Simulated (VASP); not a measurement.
Zn: electric field gradients with PBEsol

Zn:

```xyz
2
Lattice="2.6014 0.0000 0.0000 -1.3007 2.2529 0.0000 0.0000 0.0000 4.9219" Properties=species:S:1:pos:R:3 pbc="T T T"
Zn    0.0000    1.5019    1.2305
Zn    1.3007    0.7510    3.6914
```

This cell differs from its parent crystal: z stretched by +1 % at fixed volume.

- Program: VASP 6.6.1
- Task: electric field gradients
- Functional: PBEsol
- Potentials or basis: VASP PAW PBE potentials, release 64 (Zn)
- Cutoff: 520 eV
- k mesh: 18 × 18 × 9
- Occupations: fermi-dirac, width 0.03 eV
- Spin: no spin polarisation
- Dipole correction: no
- Further INCAR settings: ALGO = Normal; EDIFF = 1e-08; NBANDS = 19

```yaml
Pressure: -0.5 GPa
Band_gap_on_the_k_mesh: zero (bands 12 and 13 overlap by 4.94 eV)
Largest_electric_field_gradient_by_atom: Zn +42.4 V/Å²
```

Stress tensor (GPa, compression positive):
```
-0.93  0.00  0.00
 0.00 -0.93  0.00
 0.00  0.00  0.21
```

Levels at points of the mesh, in eV from the Fermi level:
| k point | band 10 | band 11 | band 12 | band 13 | band 14 | band 15 |
| --- | --- | --- | --- | --- | --- | --- |
| (0.00, 0.00, 0.00) | -7.27 | -7.27 | -4.13 | -3.33 | 13.32 | 17.15 |
| (0.50, 0.00, 0.00) | -7.04 | -3.07 | -2.23 | 2.51 | 3.47 | 4.19 |

Electric field gradients, principal values (V/Å²):
```
atom    least   middle  greatest (by size)
1 Zn  -21.204  -21.207              42.411
2 Zn  -21.204  -21.207              42.411
```

Run time: 47 s on 1 thread of Intel(R) Xeon(R) Platinum 8488C (Sapphire Rapids), with other jobs on the host, peak memory 0.2 GiB.

Caveat: without QUAD_EFG the Cq values of the log hold for a quadrupole moment of 1 mb, not for the nuclei; the PAW data sets were made with another functional, which shifts forces and pressure a little.
